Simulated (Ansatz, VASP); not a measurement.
**Two plane-wave programs on PbSe**

Contents of INCAR:

```
SYSTEM = PbSe
PREC = Accurate ; ENCUT = 520
EDIFF = 1E-7 ; ISMEAR = -1
SIGMA = 0.02 ; LREAL = .False.
LASPH = .True. ; NELM = 100
ALGO = Normal ; ISIF = 2
LWAVE = .False. ; LCHARG = .True.
GGA = PE ; LELF = .True.
LVHAR = .True. ; NBANDS = 17
```

File KPOINTS:

```
Automatic mesh
0
Gamma
  8 8 8
  0 0 0
```

The input POSCAR:

```
PbSe
1.0
    0.0000000000      2.9539620758      2.9539620758
    2.9539620758      0.0000000000      2.9539620758
    2.9539620758      2.9539620758      0.0000000000
Pb Se
1 1
Direct
    0.0000000000      0.0000000000      0.0000000000
    0.5000000000      0.5000000000      0.5000000000
```

Input for Ansatz:

```yaml
crystal:
  lattice:
    - [0.0, 2.9539620758, 2.9539620758]
    - [2.9539620758, 0.0, 2.9539620758]
    - [2.9539620758, 2.9539620758, 0.0]
  atoms:
    - { symbol: Pb, position: [0.0, 0.0, 0.0] }
    - { symbol: Se, position: [0.5, 0.5, 0.5] }
kpoints:
  mp_grid: { grid: [8, 8, 8] }
  band_path:
    path:
      - [0.0, 0.0, 0.0]
      - [0.5, 0.0, 0.5]
      - [0.625, 0.25, 0.625]
      - [0.375, 0.375, 0.75]
      - [0.5, 0.5, 0.5]
      - [0.5, 0.25, 0.75]
      - [-0.023438, -0.019857, 0.486898]
    npoints: 1
hamiltonian:
  xc: pbe
scf:
  occupations: { method: fermi_dirac, width: 0.02 }
  n_extra_bands: 4
output:
  forces: true
  stress: true
  eigenvalues: true
```

Change from the starting cell: hydrostatic strain -3.8%.

Alike in both runs: task single point; functional PBE; k mesh 8 × 8 × 8; occupations fermi-dirac, width 0.02 eV; no spin polarisation.

```csv
,VASP,Ansatz
version,VASP 6.6.1,Ansatz 0.2.0
potentials or method,"VASP PAW PBE potentials, release 64 (Pb_d, Se)","plane waves, PAW"
plane-wave cutoff (eV),520,420
valence electrons in the cell,20,30
```

|  | VASP | Ansatz | Ansatz less VASP |
| --- | --- | --- | --- |
| pressure (GPa) | 9.8 | 9.8 | 0.00 |

With one functional, cell and mesh, what is left measures potentials, basis and numerics. VASP's potentials hold 20 valence electrons a cell and Ansatz's 30, so a difference there can come from the potentials and not from the codes.

Neither program's run includes spin-orbit coupling.
